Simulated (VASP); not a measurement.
# W (I4/mmm) in VASP: notebook

The runs below take W through single point, with PBEsol.

All numbers are computed with VASP 6.6.1; they aren't measurements. Logs are shortened: lines on timing, memory, paths and dates and some standing lists are left out, and cuts for length are marked.

### Step 1. The cell of the first run

It takes space group I4/mmm (No. 139, tetragonal). The conventional cell has a = 3.154 Å, b = 3.154 Å, c = 3.233 Å, α = 90.00°, β = 90.00°, γ = 90.00°. W (site symmetry 4/mmm) has 14 W at 2.75 to 3.23 Å within 3.6 Å.

### Step 2. Single point, PBEsol (strain +0.0250 x Voigt [0, 1, 0, 0, 0, 0])

INCAR

```
ALGO = Fast
EDIFF = 1E-7
ENCUT = 520
GGA = PS
ISIF = 2
ISMEAR = 0
LASPH = True
LCHARG = True
LELF = True
LREAL = False
LVHAR = True
LWAVE = False
NBANDS = 13
NELM = 80
PREC = Accurate
SIGMA = 0.15
```

KPOINTS

```
k-points
0
Gamma
  26 26 26
```

POSCAR

```
W
1.0
   -1.5771801398      1.6166096433      1.5771801398
    1.5771801398     -1.6166096433      1.5771801398
    1.5771801398      1.6166096433     -1.5771801398
W
1
Direct
    0.0000000000      0.0000000000      0.0000000000
```

Potentials or basis: VASP PAW PBE potentials, release 64 (W_sv).

The run is started by

```
> cat potpaw_PBE.64/W_sv/POTCAR > POTCAR
> mpirun -np 1 vasp_std > vasp.out
```

OUTCAR:

```text
EDIFF = 1E-7
   ENCUT = 520
   GGA = PS
   ISIF = 2
   ISMEAR = 0
   LASPH = True
   LREAL = False
   NELM = 80
   PREC = Accurate

 ion  position               nearest neighbor table
   1  0.000  0.000  0.000-

  LATTYP: Found a body centered tetragonal cell.
 ALAT       =     3.1543602796
 C/A-ratio  =     1.0250000000

  Lattice vectors:

 A1 = (  -1.5771801398,  -1.6166096433,   1.5771801398)
 A2 = (   1.5771801398,  -1.6166096433,  -1.5771801398)
 A3 = (   1.5771801398,   1.6166096433,   1.5771801398)

Analysis of symmetry for initial positions (statically):
=====================================================================
 Subroutine PRICEL returns:
 Original cell was already a primitive cell.

 Routine SETGRP: Setting up the symmetry group for a
 body centered tetragonal supercell.

 Subroutine GETGRP returns: Found 16 space group operations
 (whereof 16 operations were pure point group operations)
 out of a pool of 16 trial point group operations.

The static configuration has the point symmetry D_4h.

Analysis of symmetry for dynamics (positions and initial velocities):
=====================================================================
 Subroutine PRICEL returns:
 Original cell was already a primitive cell.

 Routine SETGRP: Setting up the symmetry group for a
 body centered tetragonal supercell.

 Subroutine GETGRP returns: Found 16 space group operations
 (whereof 16 operations were pure point group operations)
 out of a pool of 16 trial point group operations.

The dynamic configuration has the point symmetry D_4h.

 Subroutine INISYM returns: Found 16 space group operations
 (whereof 16 operations are pure point group operations),
 and found     1 'primitive' translations

----------------------------------------------------------------------------------------

                                     Primitive cell

  volume of cell :      16.0852

  direct lattice vectors                    reciprocal lattice vectors
    -1.577180140  1.616609643  1.577180140     0.000000000  0.309289260  0.317021491
     1.577180140 -1.616609643  1.577180140     0.317021491  0.000000000  0.317021491
     1.577180140  1.616609643 -1.577180140     0.317021491  0.309289260  0.000000000

  length of vectors
     2.754708900  2.754708900  2.754708900     0.442902328  0.448336093  0.442902328

  position of ions in fractional coordinates (direct lattice)
     0.000000000  0.000000000  0.000000000

  ion indices of the primitive-cell ions
   primitive index   ion index
                 1           1

----------------------------------------------------------------------------------------

 KPOINTS: k-points

Automatic generation of k-mesh.
 Grid dimensions read from file:
 generate k-points for:   26   26   26

 Generating k-lattice:

  Cartesian coordinates                     Fractional coordinates (reciprocal lattice)
     0.000000000  0.011895741  0.012193134     0.038461538  0.000000000  0.000000000
     0.012193134  0.000000000  0.012193134     0.000000000  0.038461538  0.000000000
     0.012193134  0.011895741  0.000000000     0.000000000  0.000000000  0.038461538

  Length of vectors
     0.017034705  0.017243696  0.017034705

  Shift w.r.t. Gamma in fractional coordinates (k-lattice)
     0.000000000  0.000000000  0.000000000

 Subroutine IBZKPT returns following result:
 ===========================================

 Found   1330 irreducible k-points:

 Following reciprocal coordinates:
            Coordinates               Weight
  0.000000  0.000000  0.000000      1.000000
  0.038462  0.000000 -0.000000      8.000000
  0.076923  0.000000 -0.000000      8.000000
  0.115385  0.000000 -0.000000      8.000000
  0.153846  0.000000 -0.000000      8.000000
  0.192308  0.000000 -0.000000      8.000000
[... 16 lines left out ...]
  0.307692  0.038462 -0.000000     16.000000
  0.346154  0.038462 -0.000000     16.000000
 [... further k-points ...]
   k-points           NKPTS =   1330   k-points in BZ     NKDIM =   1330   number of bands    NBANDS=     13
   number of dos      NEDOS =    301   number of ions     NIONS =      1
   total plane-waves  NPLWV =   8000
   dimension x,y,z NGX =    20 NGY =   20 NGZ =   20
   dimension x,y,z NGXF=    40 NGYF=   40 NGZF=   40
   ions per type =               1
   NGX,Y,Z   is equivalent  to a cutoff of  12.07, 12.07, 12.07 a.u.
   NGXF,Y,Z  is equivalent  to a cutoff of  24.14, 24.14, 24.14 a.u.
 SYSTEM =  unknown system
   PREC   = accura    normal or accurate (medium, high low for compatibility)
   ISTART =      0    job   : 0-new  1-cont  2-samecut
   ICHARG =      2    charge: 1-file 2-atom 10-const
   ISPIN  =      1    spin polarized calculation?
   LNONCOLLINEAR =      F non collinear calculations
   LSORBIT =      F    spin-orbit coupling
   LASPH  =      T    aspherical Exc in radial PAW
   ENCUT  =  520.0 eV  38.22 Ry    6.18 a.u.   5.12  5.12  5.12*2*pi/ulx,y,z
   NELM   =     80;   NELMIN=  2; NELMDL= -5     # of ELM steps
   EDIFF  = 0.1E-06   stopping-criterion for ELM
   LREAL  =      F    real-space projection
   EDIFFG = 0.1E-05   stopping-criterion for IOM
   NSW    =      0    number of steps for IOM
   IBRION =     -1    ionic relax: 0-MD 1-quasi-New 2-CG
   NFREE  =      0    steps in history (QN), initial steepest desc. (CG)
   ISIF   =      2    stress and relaxation
   ISYM   =      2    0-nonsym 1-usesym 2-fastsym
   POTIM  = 0.5000    time-step for ionic-motion
   TEBEG  =    0.0;   TEEND  =   0.0 temperature during run
   PSTRESS=    0.0 pullay stress
   NELECT =      14.0000    total number of electrons
   NUPDOWN=      -1.0000    fix difference up-down
   EMIN   =  10.00;   EMAX   =-10.00  energy-range for DOS
   EFERMI =   0.00;   METHOD = LEGACY
   ISMEAR =     0;   SIGMA  =   0.15  broadening in eV -4-tet -1-fermi 0-gaus
   EFERMI_NEDOS =   21; number of points for ismear=-14 and -15
   IALGO  =     68    algorithm
   IMIX   =      4    mixing-type and parameters
     AMIX     =   0.40;   BMIX     =  1.00
     AMIX_MAG =   1.60;   BMIX_MAG =  1.00
  volume/ion in A,a.u.               =      16.09       108.55
  Fermi-wavevector in a.u.,A,eV,Ry     =   1.563057  2.953750 33.241052  2.443148
  Thomas-Fermi vector in A             =   2.665885
   LORBIT       =      0    0 simple, 1 ext, 2 COOP (PROOUT), +10 PAW based schemes
   GGA     = PS    functional components
   LHFCALC =     F    Hartree Fock is set to
   AEXX    =    0.0000 exact exchange contribution
   IVDW    =     0    specifies the selected vdW correction
   LEPSILON=     F    determine dielectric tensor
   LRPA    =     F    only Hartree local field effects (RPA)
 non-spin polarized calculation
 RMM-DIIS sequential band-by-band and
 Gauss-broadening in eV      SIGMA  =   0.15
  energy-cutoff  :      520.00
  volume of cell :       16.09
 maximum number of plane-waves:       447
   NGX = 11   NGY = 11   NGZ = 11

 number of electron      14.0000001 magnetization

 Free energy of the ion-electron system (eV)
  ---------------------------------------------------
  ext. energy  EPLUGINS =         0.00000000
  ---------------------------------------------------
  free energy    TOTEN  =       -13.79338787 eV

  energy without entropy =      -13.78818302  energy(sigma->0) =      -13.79078545

 E-fermi :  11.0656     XC(G=0): -13.6783

 val. band max:       11.0564276081   @ k =  -0.1923   0.1923   0.1154
 cond. band min:      11.0695654094   @ k =   0.3077  -0.2308   0.1154
 fundamental gap:      0.0131378013
 Fermi energy:        11.0656028116

 k-point     1 :       0.0000    0.0000    0.0000
  band No.  band energies     occupation
      1     -63.1021      2.00000
      2     -26.6872      2.00000
      3     -26.6777      2.00000
      4     -26.6777      2.00000
      5       1.4932      2.00000
      6       9.7556      2.00000
      7       9.7556      2.00000
      8      10.0710      2.00000
      9      13.0457      0.00000
     10      13.4693      0.00000
     11      25.2712      0.00000
     12      25.7360      0.00000
     13      25.7360      0.00000

 k-point     2 :       0.0385    0.0000   -0.0000
  band No.  band energies     occupation
      1     -63.1003      2.00000
      2     -26.7028      2.00000
      3     -26.6836      2.00000
      4     -26.6814      2.00000
      5       1.5637      2.00000
      6       9.7485      2.00000
      7       9.7618      2.00000
      8      10.0902      2.00000
      9      12.9933      0.00000
     10      13.4491      0.00000
     11      25.3885      0.00000
     12      25.8545      0.00000
     13      25.8550      0.00000

 k-point     3 :       0.0769    0.0000   -0.0000
  band No.  band energies     occupation
      1     -63.0950      2.00000
      2     -26.7589      2.00000
      3     -26.7010      2.00000
      4     -26.6822      2.00000
      5       1.7715      2.00000
      6       9.7047      2.00000
      7       9.7206      2.00000
      8      10.2271      2.00000
      9      12.8439      0.00000
     10      13.4127      0.00000
     11      25.6527      0.00000
     12      26.2069      0.00000
     13      26.2461      0.00000
[... 305 lines left out ...]
 k-point    23 :       0.3077    0.0385   -0.0000
  band No.  band energies     occupation
      1     -63.0097      2.00000
      2     -27.6060      2.00000
      3     -26.9707      2.00000
      4     -26.6914      2.00000
      5       4.7018      2.00000
      6       8.1788      2.00000
      7       9.4310      2.00000
      8      12.7599      0.00000
      9      13.7824      0.00000
     10      14.3502      0.00000
     11      24.4604      0.00000
     12      25.0809      0.00000
     13      31.9642      0.00000

 k-point    24 :       0.3462    0.0385   -0.0000
  band No.  band energies     occupation
      1     -62.9973      2.00000
      2     -27.7209      2.00000
      3     -27.0100      2.00000
      4     -26.6913      2.00000
      5       4.8709      2.00000
      6       7.9894      2.00000
      7       9.8882      2.00000
      8      12.9166      0.00000
      9      13.9041      0.00000
     10      15.2231      0.00000
     11      23.8090      0.00000
     12      23.9574      0.00000
     13      30.5920      0.00000

 [... further k-points ...]
[... 5 lines left out ...]
  --------------------------------------------------------------------------------------
  -------------------------------------------------------------------------------------
  Total       -0.4533167     -1.2114458     -0.4533167     -0.0000000      0.0000000      0.0000000
  in kB      -45.1527850   -120.6665315    -45.1527850     -0.0000000      0.0000000      0.0000000
  external PRESSURE =     -70.3240338 kB  Pullay stress =       0.0000000 kB

 VOLUME and BASIS-vectors are now :
 -----------------------------------------------------------------------------
  energy-cutoff  :      520.00
  volume of cell :       16.09
      direct lattice vectors                 reciprocal lattice vectors
    -1.577180140  1.616609643  1.577180140     0.000000000  0.309289260  0.317021491
     1.577180140 -1.616609643  1.577180140     0.317021491  0.000000000  0.317021491
     1.577180140  1.616609643 -1.577180140     0.317021491  0.309289260  0.000000000

 POSITION                                       TOTAL-FORCE (eV/Angst)
 -----------------------------------------------------------------------------------
      0.00000      0.00000      0.00000         0.000000      0.000000      0.000000
 -----------------------------------------------------------------------------------
    total drift:                                0.000000      0.000000      0.000000

  FREE ENERGIE OF THE ION-ELECTRON SYSTEM (eV)
  ---------------------------------------------------
  free  energy   TOTEN  =       -13.7933878662 eV

  energy  without entropy=      -13.7881830244  energy(sigma->0) =      -13.79078545
```

Run time: 2.3 min. Hardware: 1 thread of Intel Xeon Platinum 8488C (Sapphire Rapids), shared host; peak memory 0.35 GiB.

Results:

| Property | Result |
| --- | --- |
| Free energy | -13.7934 eV |
| Pressure | -7.0 GPa |
| Band gap on the k mesh | zero (bands 7 and 8 overlap by 6.06 eV) |

Levels at points of the mesh, in eV from the Fermi level:
```tsv
k point	band 4	band 5	band 6	band 7	band 8	band 9	band 10	band 11
(0.00, 0.00, 0.00)	-37.74	-9.57	-1.31	-1.31	-0.99	1.98	2.40	14.21
(0.50, 0.00, 0.00)	-37.75	-6.20	-3.39	0.58	1.90	3.03	6.00	10.76
(0.00, 0.50, 0.00)	-37.77	-6.19	-3.72	0.77	2.37	3.20	6.08	10.96
(0.50, 0.50, 0.50)	-38.59	-5.77	-5.70	5.00	5.11	5.11	7.69	8.36
```

Caveat: the cell differs from its parent crystal (strain +0.0250 x Voigt [0, 1, 0, 0, 0, 0]); the stress differs along the axes, from -12 to -5 GPa; the PAW data sets were made with another functional, which shifts forces and pressure a little; spin-orbit coupling is left out, which moves the levels of the heavy elements.

### Step 3. Single point, PBEsol (strain +0.0500 x Voigt [0, 1, 0, 0, 0, 0])

INCAR

```
PREC     = Accurate       # precision mode
ENCUT    = 520            # plane-wave cutoff, eV
EDIFF    = 1E-6           # SCF threshold, eV
ISMEAR   = 0              # smearing method
SIGMA    = 0.15           # smearing width, eV
LREAL    = F              # projectors in reciprocal space
LASPH    = T              # aspherical terms in the spheres
NELM     = 100            # most SCF steps
ALGO     = Fast           # electronic algorithm
ISIF     = 2              # what is computed and relaxed
LWAVE    = F              # write WAVECAR
LCHARG   = F              # write CHGCAR
GGA      = PS             # functional
NBANDS   = 13             # bands
```

KPOINTS

```
Automatic mesh
0
Gamma
  26 26 26
```

POSCAR

```
W
1.0
   -1.5771801398      1.6560391468      1.5771801398
    1.5771801398     -1.6560391468      1.5771801398
    1.5771801398      1.6560391468     -1.5771801398
W
1
Direct
    0.0000000000      0.0000000000      0.0000000000
```

Potentials or basis: VASP PAW PBE potentials, release 64 (W_sv).

The run is started by

```
> cat potpaw_PBE.64/W_sv/POTCAR > POTCAR
> mpirun -np 1 vasp_std > vasp.out
```

It took 2 min on 1 thread of Intel Xeon Platinum 8488C (Sapphire Rapids), shared host; peak memory 0.37 GiB.

It converged, with:

* Free energy: -13.7509 eV
* Pressure: -13.5 GPa
* Band gap on the k mesh: zero (bands 7 and 8 overlap by 5.64 eV)

Stress tensor (GPa, compression positive):
```
 -8.97   0.00   0.00
  0.00 -22.52   0.00
  0.00   0.00  -8.97
```

Levels at points of the mesh, in eV from the Fermi level:
```csv
k point,band 4,band 5,band 6,band 7,band 8,band 9,band 10,band 11
"(0.00, 0.00, 0.00)",-37.80,-9.43,-1.34,-1.34,-0.74,1.73,2.52,13.90
"(0.50, 0.00, 0.00)",-37.80,-6.04,-3.16,0.47,1.61,2.99,5.75,10.33
"(0.00, 0.50, 0.00)",-37.84,-6.02,-3.78,0.83,2.56,3.24,5.92,10.70
"(0.50, 0.50, 0.50)",-38.56,-5.61,-5.47,4.78,4.98,4.98,7.10,8.40
```

Caveat: the cell differs from its parent crystal (strain +0.0500 x Voigt [0, 1, 0, 0, 0, 0]); the stress differs along the axes, from -23 to -9 GPa; the PAW data sets were made with another functional, which shifts forces and pressure a little; spin-orbit coupling is left out, which moves the levels of the heavy elements.
